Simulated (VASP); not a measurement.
Input of a VASP 6.6.1 run:

INCAR

```
SYSTEM = GaW
PREC     = Accurate       ! precision mode
ENCUT    = 520            ! plane-wave cutoff, eV
EDIFF    = 1E-7           ! SCF threshold, eV
ISMEAR   = 0              ! smearing method
SIGMA    = 0.1            ! smearing width, eV
LREAL    = .False.        ! projectors in reciprocal space
LASPH    = .True.         ! aspherical terms in the spheres
NELM     = 100            ! most SCF steps
ALGO     = Fast           ! electronic algorithm
ISIF     = 2              ! what is computed and relaxed
LWAVE    = .False.        ! write WAVECAR
LCHARG   = .False.        ! write CHGCAR
GGA      = PE             ! functional
NBANDS   = 35             ! bands
```

File KPOINTS:

```
Automatic mesh
0
Gamma
  6 6 4
  0 0 0
```

Contents of POSCAR:

```
GaW
1.0
    4.3778858150     -0.0000000001      0.0000000000
   -2.1889429075      3.7913603307      0.0000000000
    0.0000000000      0.0000000000      5.0010968132
Ga W
2 2
Direct
    0.3333333333      0.6666666667     -0.0589467619
    0.6666666667      0.3333333333      0.4410532381
    0.3333333333      0.6666666667      0.4410467619
    0.6666666667      0.3333333333      0.9410467619
```

Potentials or basis: VASP PAW PBE potentials, release 64 (Ga_d, W_sv).

Launch:

```bash
$ cat potpaw_PBE.64/Ga_d/POTCAR potpaw_PBE.64/W_sv/POTCAR > POTCAR
$ mpirun -np 1 vasp_std > vasp.out
```

Predict the pressure.

0.4 GPa.

Estimate the band gap on the k mesh.

zero (band 27 reaches 6.47 eV, above the bottom of band 28 at 5.29 eV).

Stress tensor (GPa, compression positive):
```
0.35 0.00 0.00
0.00 0.35 0.00
0.00 0.00 0.48
```

Caveat: spin-orbit coupling is left out, which moves the levels of the heavy elements.
